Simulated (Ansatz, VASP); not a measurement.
# One calculation of BN, two programs

INCAR

```
PREC = Accurate ; ENCUT = 600
EDIFF = 1E-6 ; ISMEAR = 0
SIGMA = 0.01 ; LREAL = F
LASPH = T ; NELM = 120
ALGO = Normal ; ISIF = 2
LWAVE = F ; LCHARG = F
GGA = PS ; NBANDS = 11
GGA_COMPAT = F
```

KPOINTS

```
regular mesh
0
Gamma
  9 9 9
```

Contents of POSCAR:

```
BN
1.0
   -0.0139711365      1.8066028367      1.8066028367
    1.8066028367     -0.0139711365      1.8066028367
    1.8066028367      1.8066028367     -0.0139711365
B N
1 1
Direct
   -0.0000807545     -0.0000807545     -0.0000807545
    0.2500807545      0.2500807545      0.2500807545
```

Input for Ansatz:

```yaml
crystal:
  lattice:
    - [-0.0139711365, 1.8066028367, 1.8066028367]
    - [1.8066028367, -0.0139711365, 1.8066028367]
    - [1.8066028367, 1.8066028367, -0.0139711365]
  atoms:
    - { symbol: B, position: [-8.07545e-05, -8.07545e-05, -8.07545e-05] }
    - { symbol: "N", position: [0.2500807545, 0.2500807545, 0.2500807545] }
basis: {}
kpoints:
  mp_grid: { grid: [9, 9, 9] }
  band_path:
    path:
      - [0.0, 0.0, 0.0]
      - [0.0, 0.0, 0.0]
      - [0.0, 0.0, 0.0]
      - [0.0, 0.0, 0.0]
      - [0.0, 0.0, 0.0]
      - [0.0, 0.0, 0.0]
      - [0.0, 0.0, 0.0]
      - [0.0, 0.0, 0.0]
      - [0.0, 0.0, 0.0]
      - [0.0, 0.0, 0.0]
      - [0.0, 0.0, 0.0]
      - [0.0, 0.0, 0.0]
      - [0.0, 0.0, 0.0]
      - [0.0, 0.0, 0.0]
      - [0.0, 0.0, 0.0]
      - [0.0, 0.0, 0.0]
      - [0.0, 0.0, 0.0]
      - [0.0, 0.0, 0.0]
      - [0.0, 0.0, 0.0]
      - [0.0, 0.0, 0.0]
      - [0.0, 0.0, 0.0]
      - [0.0, 0.0, 0.0]
      - [0.0, 0.0, 0.0]
      - [0.0, 0.0, 0.0]
      - [0.0, 0.0, 0.0]
      - [0.0, 0.0, 0.0]
      - [0.3, 0.3, 0.0]
      - [0.3166666667, 0.3166666667, 0.0]
      - [0.3333333333, 0.3333333333, 0.0]
      - [0.35, 0.35, 0.0]
      - [0.3666666667, 0.3666666667, 0.0]
      - [0.3833333333, 0.3833333333, 0.0]
      - [0.4, 0.4, 0.0]
      - [0.4166666667, 0.4166666667, 0.0]
      - [0.4333333333, 0.4333333333, 0.0]
      - [0.45, 0.45, 0.0]
      - [0.4666666667, 0.4666666667, 0.0]
      - [0.4833333333, 0.4833333333, 0.0]
      - [0.5, 0.5, 0.0]
      - [0.0, 0.3, 0.3]
      - [0.0, 0.3166666667, 0.3166666667]
      - [0.0, 0.3333333333, 0.3333333333]
      - [0.0, 0.35, 0.35]
      - [0.0, 0.3666666667, 0.3666666667]
      - [0.0, 0.3833333333, 0.3833333333]
      - [0.0, 0.4, 0.4]
      - [0.0, 0.4166666667, 0.4166666667]
      - [0.0, 0.4333333333, 0.4333333333]
      - [0.0, 0.45, 0.45]
      - [0.0, 0.4666666667, 0.4666666667]
      - [0.0, 0.4833333333, 0.4833333333]
      - [0.0, 0.5, 0.5]
      - [0.5, 0.5, 0.5]
      - [0.5, 0.5, 0.5]
      - [0.5, 0.5, 0.5]
      - [0.5, 0.5, 0.5]
      - [0.5, 0.5, 0.5]
      - [0.5, 0.5, 0.5]
      - [0.5, 0.5, 0.5]
      - [0.5, 0.5, 0.5]
      - [0.5, 0.5, 0.5]
      - [0.5, 0.5, 0.5]
      - [0.5, 0.5, 0.5]
      - [0.5, 0.5, 0.5]
      - [0.5, 0.5, 0.5]
      - [0.0, 0.0, 0.5]
      - [0.0, 0.0, 0.5]
      - [0.0, 0.0, 0.5]
      - [0.0, 0.0, 0.5]
      - [0.0, 0.0, 0.5]
      - [0.0, 0.0, 0.5]
      - [0.0, 0.0, 0.5]
      - [0.0, 0.0, 0.5]
      - [0.0, 0.0, 0.5]
      - [0.0, 0.0, 0.5]
      - [0.0, 0.0, 0.5]
      - [0.0, 0.0, 0.5]
      - [0.0, 0.0, 0.5]
    npoints: 1
hamiltonian:
  xc: pbesol
  pseudopotentials: { kind: all_electron, lapw: {} }
scf:
  occupations: { method: fixed }
  n_extra_bands: 5
output:
  eigenvalues: true
```

Alike in both runs: task single point; functional PBEsol; k mesh 9 × 9 × 9; no spin polarisation.

|  | VASP | Ansatz |
| --- | --- | --- |
| version | VASP 6.6.1 | Ansatz 0.2.0 |
| potentials or method | VASP PAW PBE potentials, release 64 (B, N), cutoff 600 eV | scalar-relativistic, all-electron LAPW |
| occupations | gaussian, width 0.01 eV | fixed |

|  | VASP | Ansatz | Ansatz less VASP |
| --- | --- | --- | --- |
| gap on the k mesh at the Fermi level (eV) | 4.38 | 4.39 | +0.008 |
| least direct gap on the mesh (eV) | 8.58 | 8.58 | +0.003 |

VASP's potentials were made for PBE, not for PBEsol. Ansatz ran all-electron here, and VASP with PAW potentials.
